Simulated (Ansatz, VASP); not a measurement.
## SrO in VASP and in Ansatz

File INCAR:

```
PREC     = Accurate       # precision mode
ENCUT    = 520            # plane-wave cutoff, eV
EDIFF    = 1E-6           # SCF threshold, eV
ISMEAR   = -1             # smearing method
SIGMA    = 0.05           # smearing width, eV
LREAL    = False          # projectors in reciprocal space
LASPH    = True           # aspherical terms in the spheres
NELM     = 100            # most SCF steps
ALGO     = Normal         # electronic algorithm
ISIF     = 2              # what is computed and relaxed
LWAVE    = False          # write WAVECAR
LCHARG   = True           # write CHGCAR
GGA      = PE             # functional
LELF     = True           # ELF
LVHAR    = True         
NBANDS   = 24             # bands
```

Contents of KPOINTS:

```
regular mesh
0
Gamma
  7 7 5
```

Contents of POSCAR:

```
SrO
1.0
    4.2754662656      0.0000000000      0.0000000000
   -2.1377331328      3.7026623990      0.0000000000
    0.0000000000      0.0000000000      5.1555949900
Sr O
2 2
Direct
    0.6666666667      0.3333333333      0.4381277000
    0.3333333333      0.6666666667      0.9381277000
    0.6666666667      0.3333333333      0.9368723000
    0.3333333333      0.6666666667      0.4368723000
```

input.yaml

```yaml
crystal:
  lattice:
    - [4.2754662656, 0.0, 0.0]
    - [-2.1377331328, 3.702662399, 0.0]
    - [0.0, 0.0, 5.15559499]
  atoms:
    - { symbol: Sr, position: [0.6666666667, 0.3333333333, 0.4381277] }
    - { symbol: Sr, position: [0.3333333333, 0.6666666667, 0.9381277] }
    - { symbol: O, position: [0.6666666667, 0.3333333333, 0.9368723] }
    - { symbol: O, position: [0.3333333333, 0.6666666667, 0.4368723] }
hamiltonian:
  xc: pbe
  pseudopotentials: { kind: paw }
kpoints:
  mp_grid: { grid: [7, 7, 5] }
scf:
  occupations: { method: fermi_dirac, width: 0.05 }
output:
  forces: true
  stress: true
  eigenvalues: true
```

Alike in both runs: task single point; functional PBE; k mesh 7 × 7 × 5; occupations fermi-dirac, width 0.05 eV; no spin polarisation.

|  | VASP | Ansatz |
| --- | --- | --- |
| version | VASP 6.6.1 | Ansatz 0.2.0 |
| potentials or method | VASP PAW PBE potentials, release 64 (Sr_sv, O) | Ansatz PAW |
| plane-wave cutoff (eV) | 520 | 420 |
| valence electrons in the cell | 32 | 32 |

|  | VASP | Ansatz | Ansatz less VASP |
| --- | --- | --- | --- |
| gap on the k mesh at the Fermi level (eV) | 2.63 | 2.65 | +0.019 |
| least direct gap on the mesh (eV) | 2.63 | 2.65 | +0.019 |
| pressure (GPa) | 1.4 | 0.9 | -0.46 |
| traceless stress, the component that is largest in VASP (GPa) | 0.21 | 0.20 | -0.011 |
| rms of the force components (eV/Å) | 0.008 | 0.008 | -0.0006 |

Atom by atom the forces differ by 0.001 eV/Å (rms over components).

Noted on Ansatz's run: odd divisions of the mesh miss points on the zone boundary, where band edges often lie, so the gap on the mesh can be too wide.
